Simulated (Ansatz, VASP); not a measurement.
SrVO3 in VASP and in Ansatz

```
Sr V O
1.0
     3.81988    0.00000    0.00000
     0.00000    3.81988    0.00000
     0.00000    0.00000    3.81988
Sr V O
1 1 3
Direct
  0.50000 0.50000 0.50000
  0.00000 0.00000 0.00000
  0.50000 0.00000 0.00000
  0.00000 0.50000 0.00000
  0.00000 0.00000 0.50000
```

Alike in both runs: task single point; functional PBE; k mesh 10 × 10 × 10; occupations gaussian, width 0.1 eV; collinear spin.

|  | VASP | Ansatz |
| --- | --- | --- |
| version | VASP 6.6.1 | Ansatz 0.2.0 |
| potentials or method | VASP PAW PBE potentials, release 64 (Sr_sv, V_sv, O), cutoff 520 eV | scalar-relativistic, plane waves, PAW |
| valence electrons in the cell | 41 | 41 |

Ansatz gave:

| Property | Result |
| --- | --- |
| gap on the k mesh at the Fermi level (eV) | none |
| pressure (GPa) | 5.9 |
| net moment per atom (μB) | 0.06 |
| size of the moment on the site where the two differ most (μB) | 0.23 |

Task: Estimate VASP's values.

Result: gap on the k mesh at the Fermi level (eV): none; pressure (GPa): 6.8; net moment per atom (μB): 0.06; size of the moment on the site where the two differ most (μB): 0.29.

Site moments also hang on the region over which each program counts them. A gap of «none» marks a metal or a gap that the smearing closes.
